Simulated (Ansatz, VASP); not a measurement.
**Ir in VASP and in Ansatz**

```
Ir
1.0
     2.77412    0.00000    0.00000
    -1.38706    2.40246    0.00000
     0.00000    0.00000    4.49917
Ir
2
Direct
  0.66667 0.33333 0.75000
  0.33333 0.66667 0.25000
```

Alike in both runs: task single point; functional PBEsol; k mesh 12 × 12 × 7; no spin polarisation.

|  | VASP | Ansatz |
| --- | --- | --- |
| version | VASP 6.6.1 | Ansatz 0.2.0 |
| potentials or method | VASP PAW PBE potentials, release 64 (Ir), cutoff 520 eV | plane waves, PAW |
| occupations | methfessel-paxton of order 1, width 0.1 eV | cold, width 0.1 eV |
| valence electrons in the cell | 18 | 34 |

VASP gave:

| Quantity | Value |
| --- | --- |
| pressure (GPa) | -19.5 |
| traceless stress, the component that is largest in VASP (GPa) | 0.91 |

What did Ansatz give for the same quantities?

Pressure (GPa): -20.1; traceless stress, the component that is largest in VASP (GPa): 0.82.

VASP's potentials were made for PBE, not for PBEsol. VASP's potentials hold 18 valence electrons a cell and Ansatz's 34, so a difference there can come from the potentials and not from the codes.

Spin-orbit coupling is off throughout.
